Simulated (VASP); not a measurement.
Set up this calculation in VASP 6.6.1, as the native input.

```
Task                   : single point
Functional             : r2SCAN
Potentials or basis    : VASP PAW PBE potentials, release 64 (Si, O)
Cutoff                 : 520 eV
k mesh                 : 6 × 6 × 8
Occupations            : gaussian, width 0.05 eV
Spin                   : no spin polarisation
Dipole correction      : no
Further INCAR settings : ALGO = Normal; EDIFF = 1e-07; NBANDS = 25
```

SiO2:

```
Si O
1.0
     4.35282    0.00000    0.00000
     0.00000    4.35282    0.00000
     0.00000    0.00000    2.77549
Si O
2 4
Cartesian
  2.1764 2.1764 1.3877
  0.0000 0.0000 0.0000
  3.0204 3.0204 0.0000
  0.8439 3.5089 1.3877
  1.3325 1.3325 0.0000
  3.5089 0.8439 1.3877
```

This cell differs from its parent crystal: strain +0.040 along x and y, +0.040 along z.

These files were run (other wordings do the same):

POSCAR

```
SiO2
1.0
    4.3528223192      0.0000000000      0.0000000000
    0.0000000000      4.3528223192      0.0000000000
    0.0000000000      0.0000000000      2.7754947722
Si O
2 4
Direct
    0.5000000000      0.5000000000      0.5000000000
    0.0000000000      0.0000000000      0.0000000000
    0.6938852014      0.6938852014      0.0000000000
    0.1938852014      0.8061147986      0.5000000000
    0.3061147986      0.3061147986      0.0000000000
    0.8061147986      0.1938852014      0.5000000000
```

INCAR.step1

```
SYSTEM = SiO2
ALGO = Normal ; EDIFF = 1E-4
ENCUT = 520 ; GGA = PE
ISMEAR = 0 ; LASPH = .TRUE.
LCHARG = .FALSE. ; LREAL = .FALSE.
LWAVE = .TRUE. ; NBANDS = 25
NELM = 100 ; PREC = Accurate
SIGMA = 0.05
```

INCAR.step2

```
SYSTEM = SiO2
ALGO = Normal ; EDIFF = 1E-7
ENCUT = 520 ; ISIF = 2
ISMEAR = 0 ; ISTART = 1
LASPH = .TRUE. ; LCHARG = .FALSE.
LMIXTAU = .TRUE. ; LREAL = .FALSE.
LWAVE = .FALSE. ; METAGGA = R2SCAN
NBANDS = 25 ; NELM = 100
PREC = Accurate ; SIGMA = 0.05
```

KPOINTS

```
k-points
0
G
  6 6 8
  0 0 0
```

Potentials or basis: VASP PAW PBE potentials, release 64 (Si, O).

Launch:

```bash
$ cat potpaw_PBE.64/Si/POTCAR potpaw_PBE.64/O/POTCAR > POTCAR
$ cp INCAR.step1 INCAR
$ mpirun -np 1 vasp_std > vasp.out
$ cp INCAR.step2 INCAR
$ mpirun -np 1 vasp_std > vasp.out
```

It gave:

```
Pressure               : -30.8 GPa
Largest force          : 0.698 eV/Å
Band gap on the k mesh : 4.44 eV, direct
```

Caveat: the cell differs from its parent crystal (strain +0.040 along x and y, +0.040 along z); the PAW data sets were made with another functional, which shifts forces and pressure a little.

Run time: 86 s on 1 thread of Intel(R) Xeon(R) 6975P-C (Granite Rapids) (shared host), peak memory 0.19 GiB.
